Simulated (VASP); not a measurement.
# Y: single point with r2SCAN

Crystal: Y.

```
Y
1.0
    -1.04363    2.08727    2.08727
     2.08727   -1.04363    2.08727
     2.08727    2.08727   -1.04363
Y
1
Cartesian
  0.0000 0.0000 0.0000
```

This isn't the form of Y at room conditions, which is hcp.

This cell differs from its parent crystal: ratio of the length along [111] to the lengths across it x 0.5, volume and fractional coordinates fixed.

* Program: VASP 6.6.1
* Task: single point
* Functional: r2SCAN
* Potentials or basis: VASP PAW PBE potentials, release 64 (Y_sv)
* Cutoff: 520 eV
* k mesh: 18 × 18 × 18
* Occupations: gaussian, width 0.15 eV
* Spin: no spin polarisation
* Dipole correction: no
* Further INCAR settings: ALGO = Normal; EDIFF = 1e-06; NBANDS = 12

```yaml
Pressure: 3.7 GPa
Band_gap_on_the_k_mesh: zero (an odd number of electrons rules out a gap without spin polarisation)
```

Levels at points of the mesh, in eV from the Fermi level:
```csv
k point,band 1,band 2,band 3,band 4,band 5,band 6,band 7,band 8,band 9,band 10
"(0.00, 0.00, 0.00)",-44.50,-23.36,-23.36,-23.36,-4.95,-0.78,-0.78,6.10,6.10,6.10
"(0.50, 0.00, 0.00)",-44.38,-24.39,-23.26,-23.26,-1.72,-0.13,0.10,3.12,3.12,6.41
"(0.50, 0.50, 0.00)",-44.27,-24.23,-24.23,-23.17,-2.51,0.40,3.80,3.80,4.18,4.18
"(0.50, 0.50, 0.50)",-44.17,-24.08,-24.08,-24.08,-0.93,-0.93,-0.93,5.66,8.02,8.02
```

Wall time 73 s on 1 thread of Intel(R) Xeon(R) 6975P-C (Granite Rapids), with other jobs on the host, peak memory 0.23 GiB.

Caveat: the cell stands under pressure; the PAW data sets were made with another functional, which shifts forces and pressure a little.
